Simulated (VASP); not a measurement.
Runs of VASP 6.6.1 on KCl. The structure is that of space group Fm-3m (No. 225), or close to it. The cells are those of the table. 

```tsv
task	level	cell	k mesh	cutoff (eV)	smearing	grid for exact exchange (PRECFOCK)	share of exact exchange	screening parameter	gap on the mesh (eV)	pressure (GPa)	relaxed volume (Å³/atom)
single point	HSE06	a = 4.486 Å, angles 60.0°, 2 atoms	4 × 4 × 4	520	fermi-dirac 0.02 eV	Normal	0.25	0.2079 1/Å	6.41	0.0	-
dielectric tensor	PBE	a = 4.447 Å, angles 60.0°, 2 atoms	6 × 6 × 6	520	gaussian 0.01 eV	-	-	-	5.19	-	-
single point	HSE06	a = 4.447 Å, angles 60.0°, 2 atoms	6 × 6 × 6	520	gaussian 0.01 eV	Normal	0.25	0.2079 1/Å	6.50	0.5	-
relaxation of cell and atoms	HSE06	relaxed from a = 4.447 Å, angles 60.0°, 2 atoms	4 × 4 × 4	600	fermi-dirac 0.02 eV	Normal	0.25	0.2079 1/Å	(b)	0.0	(c)
relaxation of cell and atoms	r2SCAN	relaxed from a = 4.510 Å, angles 60.0°, 2 atoms	6 × 6 × 6	600	fermi-dirac 0.02 eV	-	-	-	5.82	0.0	(a)
```

Alike in all rows: potentials or basis VASP PAW PBE potentials, release 64 (K_sv, Cl); no spin polarisation.

Q: Fill in the values left out.

A: (a) 31.22; (b) 6.40; (c) 32.03.

Caveats: some runs use coarse meshes; the PAW data sets were made with another functional, which shifts forces and pressure a little (at least some runs).

